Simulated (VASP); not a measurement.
# C (Fm-3m) in VASP: single point with PBE

Aim: the single point of C with PBE.

Everything below comes from runs of VASP 6.6.1. Logs are shortened: lines on timing, memory, paths and dates and some standing lists are left out, and cuts for length are marked.

## (1) The cell of the first run

It takes space group Fm-3m (No. 225, cubic). The conventional cell has a = 4.358 Å, b = 4.358 Å, c = 4.358 Å, α = 90.00°, β = 90.00°, γ = 90.00°. Within 4.1 Å of C (site symmetry m-3m) lie 12 C at 3.08 Å.

## (2) Single point, PBE

The input, INCAR:

```
SYSTEM = C
PREC     = Accurate       ! precision mode
ENCUT    = 600            ! plane-wave cutoff, eV
EDIFF    = 1E-6           ! SCF threshold, eV
ISMEAR   = -1             ! smearing method
SIGMA    = 0.1            ! smearing width, eV
LREAL    = .FALSE.        ! projectors in reciprocal space
LASPH    = .TRUE.         ! aspherical terms in the spheres
NELM     = 120            ! most SCF steps
ALGO     = Normal         ! electronic algorithm
ISIF     = 2              ! what is computed and relaxed
LWAVE    = .FALSE.        ! write WAVECAR
LCHARG   = .FALSE.        ! write CHGCAR
GGA      = PE             ! functional
NBANDS   = 8              ! bands
GGA_COMPAT= .FALSE.
```

The input, KPOINTS:

```
Automatic mesh
0
G
  7 7 7
  0 0 0
```

The input, POSCAR:

```
C
1.0
    0.0000000000      2.1790000000      2.1790000000
    2.1790000000      0.0000000000      2.1790000000
    2.1790000000      2.1790000000      0.0000000000
C
1
Direct
    0.2500000000      0.2500000000      0.2500000000
```

Potentials or basis: VASP PAW PBE potentials, release 64 (C).

Started as:

```console
$ cat potpaw_PBE.64/C/POTCAR > POTCAR
$ mpirun -np 1 vasp_std > vasp.out
```

OUTCAR:

```text
SYSTEM = C
   PREC = Accurate
   ENCUT = 600
   EDIFF = 1E-6
   ISMEAR = -1
   LREAL = .FALSE.
   LASPH = .TRUE.
   NELM = 120
   ISIF = 2
   GGA = PE

 ion  position               nearest neighbor table
   1  0.250  0.250  0.250-

  LATTYP: Found a face centered cubic cell.
 ALAT       =     4.3580000000

  Lattice vectors:

 A1 = (   0.0000000000,   2.1790000000,   2.1790000000)
 A2 = (   2.1790000000,   0.0000000000,   2.1790000000)
 A3 = (   2.1790000000,   2.1790000000,   0.0000000000)

Analysis of symmetry for initial positions (statically):
=====================================================================
 Subroutine PRICEL returns:
 Original cell was already a primitive cell.

 Routine SETGRP: Setting up the symmetry group for a
 face centered cubic supercell.

 Subroutine GETGRP returns: Found 48 space group operations
 (whereof 24 operations were pure point group operations)
 out of a pool of 48 trial point group operations.

The static configuration has the point symmetry T_d .
 The point group associated with its full space group is O_h .

Analysis of symmetry for dynamics (positions and initial velocities):
=====================================================================
 Subroutine PRICEL returns:
 Original cell was already a primitive cell.

 Routine SETGRP: Setting up the symmetry group for a
 face centered cubic supercell.

 Subroutine GETGRP returns: Found 48 space group operations
 (whereof 24 operations were pure point group operations)
 out of a pool of 48 trial point group operations.

The dynamic configuration has the point symmetry T_d .
 The point group associated with its full space group is O_h .

 Subroutine INISYM returns: Found 48 space group operations
 (whereof 24 operations are pure point group operations),
 and found     1 'primitive' translations

----------------------------------------------------------------------------------------

                                     Primitive cell

  volume of cell :      20.6920

  direct lattice vectors                    reciprocal lattice vectors
     0.000000000  2.179000000  2.179000000    -0.229463056  0.229463056  0.229463056
     2.179000000  0.000000000  2.179000000     0.229463056 -0.229463056  0.229463056
     2.179000000  2.179000000  0.000000000     0.229463056  0.229463056 -0.229463056

  length of vectors
     3.081571352  3.081571352  3.081571352     0.397441672  0.397441672  0.397441672

  position of ions in fractional coordinates (direct lattice)
     0.250000000  0.250000000  0.250000000

  ion indices of the primitive-cell ions
   primitive index   ion index
                 1           1

----------------------------------------------------------------------------------------

 KPOINTS: Automatic mesh

Automatic generation of k-mesh.
 Grid dimensions read from file:
 generate k-points for:    7    7    7

 Generating k-lattice:

  Cartesian coordinates                     Fractional coordinates (reciprocal lattice)
    -0.032780437  0.032780437  0.032780437     0.142857143  0.000000000  0.000000000
     0.032780437 -0.032780437  0.032780437     0.000000000  0.142857143  0.000000000
     0.032780437  0.032780437 -0.032780437     0.000000000  0.000000000  0.142857143

  Length of vectors
     0.056777382  0.056777382  0.056777382

  Shift w.r.t. Gamma in fractional coordinates (k-lattice)
     0.000000000  0.000000000  0.000000000

 Subroutine IBZKPT returns following result:
 ===========================================

 Found     20 irreducible k-points:

 Following reciprocal coordinates:
            Coordinates               Weight
  0.000000  0.000000  0.000000      1.000000
  0.142857  0.000000  0.000000      8.000000
  0.285714  0.000000  0.000000      8.000000
  0.428571  0.000000  0.000000      8.000000
  0.142857  0.142857  0.000000      6.000000
  0.285714  0.142857  0.000000     24.000000
[... 12 lines left out ...]
 -0.428571  0.428571  0.142857     24.000000
 -0.285714  0.428571  0.142857     24.000000
   k-points           NKPTS =     20   k-points in BZ     NKDIM =     20   number of bands    NBANDS=      8
   number of dos      NEDOS =    301   number of ions     NIONS =      1
   total plane-waves  NPLWV =  21952
   dimension x,y,z NGX =    28 NGY =   28 NGZ =   28
   dimension x,y,z NGXF=    56 NGYF=   56 NGZF=   56
   ions per type =               1
   NGX,Y,Z   is equivalent  to a cutoff of  15.11, 15.11, 15.11 a.u.
   NGXF,Y,Z  is equivalent  to a cutoff of  30.21, 30.21, 30.21 a.u.
 SYSTEM =  C
   PREC   = accura    normal or accurate (medium, high low for compatibility)
   ISTART =      0    job   : 0-new  1-cont  2-samecut
   ICHARG =      2    charge: 1-file 2-atom 10-const
   ISPIN  =      1    spin polarized calculation?
   LNONCOLLINEAR =      F non collinear calculations
   LSORBIT =      F    spin-orbit coupling
   LASPH  =      T    aspherical Exc in radial PAW
   ENCUT  =  600.0 eV  44.10 Ry    6.64 a.u.   6.15  6.15  6.15*2*pi/ulx,y,z
   NELM   =    120;   NELMIN=  2; NELMDL= -5     # of ELM steps
   EDIFF  = 0.1E-05   stopping-criterion for ELM
   LREAL  =      F    real-space projection
   EDIFFG = 0.1E-04   stopping-criterion for IOM
   NSW    =      0    number of steps for IOM
   IBRION =     -1    ionic relax: 0-MD 1-quasi-New 2-CG
   NFREE  =      0    steps in history (QN), initial steepest desc. (CG)
   ISIF   =      2    stress and relaxation
   ISYM   =      2    0-nonsym 1-usesym 2-fastsym
   POTIM  = 0.5000    time-step for ionic-motion
   TEBEG  =    0.0;   TEEND  =   0.0 temperature during run
   PSTRESS=    0.0 pullay stress
   NELECT =       4.0000    total number of electrons
   NUPDOWN=      -1.0000    fix difference up-down
   EMIN   =  10.00;   EMAX   =-10.00  energy-range for DOS
   EFERMI =   0.00;   METHOD = LEGACY
   ISMEAR =    -1;   SIGMA  =   0.10  broadening in eV -4-tet -1-fermi 0-gaus
   EFERMI_NEDOS =   21; number of points for ismear=-14 and -15
   IALGO  =     38    algorithm
   IMIX   =      4    mixing-type and parameters
     AMIX     =   0.40;   BMIX     =  1.00
     AMIX_MAG =   1.60;   BMIX_MAG =  1.00
  volume/ion in A,a.u.               =      20.69       139.64
  Fermi-wavevector in a.u.,A,eV,Ry     =   0.946588  1.788792 12.191209  0.896029
  Thomas-Fermi vector in A             =   2.074600
   LORBIT       =      0    0 simple, 1 ext, 2 COOP (PROOUT), +10 PAW based schemes
   GGA     = PE    functional components
   LHFCALC =     F    Hartree Fock is set to
   AEXX    =    0.0000 exact exchange contribution
   IVDW    =     0    specifies the selected vdW correction
   LEPSILON=     F    determine dielectric tensor
   LRPA    =     F    only Hartree local field effects (RPA)
 non-spin polarized calculation
  energy-cutoff  :      600.00
  volume of cell :       20.69
 maximum number of plane-waves:       701
 NGX is ok and might be reduce to    28
   NGX = 13   NGY = 13   NGZ = 13

 number of electron       4.0000000 magnetization

 Free energy of the ion-electron system (eV)
  ---------------------------------------------------
  ext. energy  EPLUGINS =         0.00000000
  ---------------------------------------------------
  free energy    TOTEN  =        -2.68932342 eV

  energy without entropy =       -2.66190817  energy(sigma->0) =       -2.67561579

 E-fermi :  -1.2653     XC(G=0):  -8.1560

 val. band max:       -1.3172098669   @ k =   0.2857   0.2857   0.0000
 cond. band min:      -1.0601743862   @ k =   0.2857   0.1429   0.0000
 fundamental gap:      0.2570354808
 Fermi energy:        -1.2652663859

 k-point     1 :       0.0000    0.0000    0.0000
  band No.  band energies     occupation
      1     -11.6574      2.00000
      2       1.1184      0.00000
      3       1.1184      0.00000
      4       1.1184      0.00000
      5       9.4950      0.00000
      6      18.0012      0.00000
      7      18.0012      0.00000
      8      18.0012      0.00000

 k-point     2 :       0.1429    0.0000    0.0000
  band No.  band energies     occupation
      1     -11.3565      2.00000
      2       0.2274      0.00000
      3       1.0279      0.00000
      4       1.0279      0.00000
      5      10.1009      0.00000
      6      15.7228      0.00000
      7      18.2750      0.00000
      8      18.2750      0.00000

 k-point     3 :       0.2857    0.0000    0.0000
  band No.  band energies     occupation
      1     -10.5435      2.00000
      2      -1.6883      1.97133
      3       0.8361      0.00000
      4       0.8361      0.00000
      5      11.0531      0.00000
      6      13.9450      0.00000
      7      17.7450      0.00000
      8      17.7450      0.00000

 k-point     4 :       0.4286    0.0000    0.0000
  band No.  band energies     occupation
      1      -9.6410      2.00000
      2      -3.3415      2.00000
      3       0.6925      0.00000
      4       0.6925      0.00000
      5      11.2509      0.00000
      6      13.5704      0.00000
      7      16.9156      0.00000
      8      16.9156      0.00000

 k-point     5 :       0.1429    0.1429    0.0000
  band No.  band energies     occupation
      1     -11.2566      2.00000
      2       0.3225      0.00000
      3       0.8135      0.00000
      4       0.8135      0.00000
      5      10.2527      0.00000
      6      15.2581      0.00000
      7      18.4404      0.00000
      8      18.4404      0.00000
[... 133 lines left out ...]
 k-point    18 :      -0.4286    0.2857    0.1429
  band No.  band energies     occupation
      1      -9.1589      2.00000
      2      -2.6749      2.00000
      3      -0.8965      0.04883
      4       0.1408      0.00000
      5      11.5293      0.00000
      6      13.0159      0.00000
      7      14.5011      0.00000
      8      18.3522      0.00000

 k-point    19 :      -0.4286    0.4286    0.1429
  band No.  band energies     occupation
      1      -8.8857      2.00000
      2      -2.5457      1.99999
      3      -0.9173      0.05977
      4      -0.4436      0.00054
      5      10.1463      0.00000
      6      12.5646      0.00000
      7      15.1085      0.00000
      8      19.3577      0.00000

 k-point    20 :      -0.2857    0.4286    0.1429
  band No.  band energies     occupation
      1      -8.7582      2.00000
      2      -2.0822      1.99943
      3      -1.9046      1.99666
      4      -0.3714      0.00026
      5      10.7219      0.00000
      6      13.4214      0.00000
      7      14.4885      0.00000
      8      18.5471      0.00000

------------------------ aborting loop because EDIFF is reached ----------------------------------------

  FORCE on cell =-STRESS in cart. coord.  units (eV):
  Direction    XX          YY          ZZ          XY          YZ          ZX
  --------------------------------------------------------------------------------------
  -------------------------------------------------------------------------------------
  Total       -2.5745815     -2.5745815     -2.5745815      0.0000000     -0.0000000     -0.0000000
  in kB     -199.3496821   -199.3496821   -199.3496821      0.0000000     -0.0000000     -0.0000000
  external PRESSURE =    -199.3496821 kB  Pullay stress =       0.0000000 kB

 VOLUME and BASIS-vectors are now :
 -----------------------------------------------------------------------------
  energy-cutoff  :      600.00
  volume of cell :       20.69
      direct lattice vectors                 reciprocal lattice vectors
     0.000000000  2.179000000  2.179000000    -0.229463056  0.229463056  0.229463056
     2.179000000  0.000000000  2.179000000     0.229463056 -0.229463056  0.229463056
     2.179000000  2.179000000  0.000000000     0.229463056  0.229463056 -0.229463056

 POSITION                                       TOTAL-FORCE (eV/Angst)
 -----------------------------------------------------------------------------------
      1.08950      1.08950      1.08950        -0.000000      0.000000     -0.000000
 -----------------------------------------------------------------------------------
    total drift:                                0.000000      0.000000      0.000000

  FREE ENERGIE OF THE ION-ELECTRON SYSTEM (eV)
  ---------------------------------------------------
  free  energy   TOTEN  =        -2.6893234202 eV

  energy  without entropy=       -2.6619081685  energy(sigma->0) =       -2.67561579
```

Wall time 3.7 s (1 thread of AMD EPYC 9R45 (Zen 5), shared host); peak memory 0.11 GiB.

Results:

```
Free energy            : -2.6893 eV
Pressure               : -19.9 GPa
Band gap on the k mesh : zero (band 2 reaches 1.12 eV, above the bottom of band 3 at -1.90 eV)
```

Levels at points of the mesh, in eV from the Fermi level:
```tsv
k point	band 1	band 2	band 3	band 4	band 5	band 6
(0.00, 0.00, 0.00)	-10.39	2.38	2.38	2.38	10.76	19.27
```
